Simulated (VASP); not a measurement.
Input of a VASP 6.6.1 run:

Contents of INCAR:

```
  PREC = Accurate
  ENCUT = 600
  EDIFF = 1E-6
  ISMEAR = -1
  SIGMA = 0.05
  LREAL = F
  LASPH = T
  NELM = 120
  ALGO = Normal
  ISIF = 2
  LWAVE = F
  LCHARG = F
  GGA = PE
  IVDW = 13
  NBANDS = 22
  GGA_COMPAT = F
```

File KPOINTS:

```
regular mesh
0
Gamma
  9 9 9
```

File POSCAR:

```
As
1.0
    1.8928094691      1.0928140565      3.3697911878
   -1.8928094691      1.0928140565      3.3697911878
    0.0000000000     -2.1856281131      3.3697911878
As
2
Direct
    0.2301125174      0.2301125174      0.2301125174
    0.7698874826      0.7698874826      0.7698874826
```

Potentials or basis: VASP PAW PBE potentials, release 64 (As_d).

The run is started by

```console
$ cat potpaw_PBE.64/As_d/POTCAR > POTCAR
$ mpirun -np 1 vasp_std > vasp.out
```

(1) What does it give for the pressure?

(2) What does it give for the dispersion energy per atom?

(3) Estimate the largest force.

(4) What does it give for the band gap on the k mesh?

## Answers

(1) 0.1 GPa.

(2) -0.464 eV.

(3) 0.012 eV/Å.

(4) 0.09 eV, indirect (least direct gap 0.60 eV).
